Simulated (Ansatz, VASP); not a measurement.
Two plane-wave programs on Ni

INCAR

```
PREC = Accurate
ENCUT = 520
EDIFF = 1E-6
ISMEAR = 0
SIGMA = 0.025
LREAL = F
LASPH = T
NELM = 150
ALGO = Normal
ISIF = 2
LWAVE = F
LCHARG = F
ISPIN = 2
MAGMOM = 1.5 1.5
LORBIT = 11
LMAXMIX = 4
GGA = PS
NBANDS = 21
```

Contents of KPOINTS:

```
Automatic mesh
0
Gamma
  14 14 8
```

Contents of POSCAR:

```
Ni
1.0
    2.4480230000      0.0000000000      0.0000000000
   -1.2240110000      2.1200500000      0.0000000000
    0.0000000000      0.0000000000      4.0728080000
Ni
2
Direct
    0.3333333333      0.6666666667      0.2500000000
    0.6666666667      0.3333333333      0.7500000000
```

Input for Ansatz:

```yaml
crystal:
  lattice:
    - [2.448023, 0.0, 0.0]
    - [-1.224011, 2.12005, 0.0]
    - [0.0, 0.0, 4.072808]
  atoms:
    - { symbol: Ni, position: [0.33333333333333337, 0.6666666666666666, 0.25] }
    - { symbol: Ni, position: [0.6666666666666666, 0.3333333333333333, 0.75] }
basis:
  ecutwfc: 510.0
kpoints:
  mp_grid:
    grid: [14, 14, 8]
    shift: [0.0, 0.0, 0.0]
hamiltonian:
  xc: pbesol
magnetization:
  spin_polarized: true
  per_species:
    Ni: 1.5
scf:
  occupations:
    method: gaussian
    width: 0.025
output:
  stress: true
```

Alike in both runs: task single point; functional PBEsol; k mesh 14 × 14 × 8; occupations gaussian, width 0.025 eV; collinear spin.

|  | VASP | Ansatz |
| --- | --- | --- |
| version | VASP 6.6.1 | Ansatz 0.2.0 |
| potentials or method | VASP PAW PBE potentials, release 64 (Ni), cutoff 520 eV | plane waves, PAW |
| valence electrons in the cell | 20 | 36 |

|  | VASP | Ansatz | Ansatz less VASP |
| --- | --- | --- | --- |
| pressure (GPa) | -3.7 | -3.2 | +0.49 |
| traceless stress, the component that is largest in VASP (GPa) | -1.82 | -2.08 | -0.261 |
| net moment per atom (μB) | 0.58 | 0.66 | +0.084 |
| size of the moment on the site where the two differ most (μB) | 0.58 | 0.70 | +0.110 |

VASP's potentials were made for PBE, not for PBEsol. Site moments also hang on the region over which each program counts them. With one functional, cell and mesh, what is left measures potentials, basis and numerics. VASP's potentials hold 20 valence electrons a cell and Ansatz's 36, so a difference there can come from the potentials and not from the codes.
